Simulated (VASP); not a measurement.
Here is a VASP 6.6.1 calculation.

Contents of POSCAR:

```
Sc
1.0
    0.0000000000      2.2705000000      2.2705000000
    2.3045575000      0.0000000000      2.2705000000
    2.3045575000      2.2705000000      0.0000000000
Sc
1
Direct
    0.0000000000      0.0000000000      0.0000000000
```

The input INCAR.step1:

```
SYSTEM = Sc
  PREC = Accurate
  ENCUT = 520
  ISMEAR = 0
  SIGMA = 0.15
  LREAL = .FALSE.
  LASPH = .TRUE.
  NELM = 100
  NBANDS = 12
  GGA = PE
  ALGO = Normal
  EDIFF = 1E-4
  LWAVE = .TRUE.
  LCHARG = .FALSE.
```

The input INCAR.step2:

```
SYSTEM = Sc
  PREC = Accurate
  ENCUT = 520
  EDIFF = 1E-7
  ISMEAR = 0
  SIGMA = 0.15
  LREAL = .FALSE.
  LASPH = .TRUE.
  NELM = 100
  ALGO = Normal
  ISIF = 2
  LWAVE = .FALSE.
  LCHARG = .FALSE.
  METAGGA = R2SCAN
  LMIXTAU = .TRUE.
  NBANDS = 12
  ISTART = 1
```

File KPOINTS:

```
Automatic mesh
0
G
  18 18 18
  0 0 0
```

Potentials or basis: VASP PAW PBE potentials, release 64 (Sc_sv).

Run with:

```sh
$ cat potpaw_PBE.64/Sc_sv/POTCAR > POTCAR
$ cp INCAR.step1 INCAR
$ mpirun -np 1 vasp_std > vasp.out
$ cp INCAR.step2 INCAR
$ mpirun -np 1 vasp_std > vasp.out
```

Estimate the pressure.

3.4 GPa.

Predict the band gap on the k mesh.

zero (an odd number of electrons rules out a gap without spin polarisation).

Stress tensor (GPa, compression positive):
```
3.21 0.00 0.00
0.00 3.43 0.00
0.00 0.00 3.43
```

Caveat: the cell differs from its parent crystal (strain +0.0150 x Voigt [1, 0, 0, 0, 0, 0]); the cell stands under pressure; the PAW data sets were made with another functional, which shifts forces and pressure a little.
